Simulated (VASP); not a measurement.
Set up this calculation in VASP 6.6.1, as the native input.

- Task: single point
- Functional: PBEsol-based global hybrid with 25 % exact exchange
- Potentials or basis: VASP PAW PBE potentials, release 64 (B)
- Cutoff: 520 eV
- k mesh: 7 × 7 × 7
- Occupations: fermi-dirac, width 0.05 eV
- Spin: no spin polarisation
- Dipole correction: no
- Grid for exact exchange (PRECFOCK): Normal
- Share of exact exchange: 0.25
- Further INCAR settings: ALGO = Normal; EDIFF = 1e-06; NBANDS = 8

B:

```
CELL_PARAMETERS angstrom
1.86799 0.00000 0.00000
0.00000 1.86799 0.00000
0.00000 0.00000 1.86799
ATOMIC_POSITIONS crystal
B 0.50000 0.50000 0.50000
```

This isn't the form of B at room conditions, which is rhombohedral.

The input as run:

POSCAR

```
B
1.0
    1.8679917369      0.0000000000      0.0000000000
    0.0000000000      1.8679917369      0.0000000000
    0.0000000000      0.0000000000      1.8679917369
B
1
Direct
    0.5000000000      0.5000000000      0.5000000000
```

INCAR.step1

```
SYSTEM = B
ALGO     = Normal         ! electronic algorithm
EDIFF    = 1E-5           ! SCF threshold, eV
ENCUT    = 520            ! plane-wave cutoff, eV
GGA      = PE             ! functional
ISIF     = 2              ! what is computed and relaxed
ISMEAR   = -1             ! smearing method
LASPH    = .True.         ! aspherical terms in the spheres
LCHARG   = .False.        ! write CHGCAR
LREAL    = .False.        ! projectors in reciprocal space
LWAVE    = .True.         ! write WAVECAR
NBANDS   = 8              ! bands
NELM     = 100            ! most SCF steps
PREC     = Accurate       ! precision mode
SIGMA    = 0.05           ! smearing width, eV
```

INCAR.step2

```
SYSTEM = B
AEXX     = 0.25           ! exact-exchange fraction
ALGO     = Normal         ! electronic algorithm
EDIFF    = 1E-6           ! SCF threshold, eV
ENCUT    = 520            ! plane-wave cutoff, eV
GGA      = PS             ! functional
ISIF     = 2              ! what is computed and relaxed
ISMEAR   = -1             ! smearing method
ISTART   = 1            
LASPH    = .True.         ! aspherical terms in the spheres
LCHARG   = .False.        ! write CHGCAR
LHFCALC  = .True.         ! exact exchange
LREAL    = .False.        ! projectors in reciprocal space
LWAVE    = .False.        ! write WAVECAR
NBANDS   = 8              ! bands
NELM     = 100            ! most SCF steps
PREC     = Accurate       ! precision mode
PRECFOCK = Normal       
SIGMA    = 0.05           ! smearing width, eV
```

KPOINTS

```
k-points
0
Gamma
  7 7 7
  0 0 0
```

Potentials or basis: VASP PAW PBE potentials, release 64 (B).

Command:

```sh
$ cat potpaw_PBE.64/B/POTCAR > POTCAR
$ cp INCAR.step1 INCAR
$ mpirun -np 1 vasp_std > vasp.out
$ cp INCAR.step2 INCAR
$ mpirun -np 1 vasp_std > vasp.out
```

It gave:

```yaml
Pressure: 0.0 GPa
Band_gap_on_the_k_mesh: zero (an odd number of electrons rules out a gap without spin polarisation)
```

Caveat: the k points lie up to 0.48 Å⁻¹ apart, too coarse for converged energies and pressures of a metal; the PAW data sets were made with another functional, which shifts forces and pressure a little.

Run time: 45 s on 1 thread of Intel Xeon 8259CL, with other jobs on the host, peak memory 0.11 GiB.
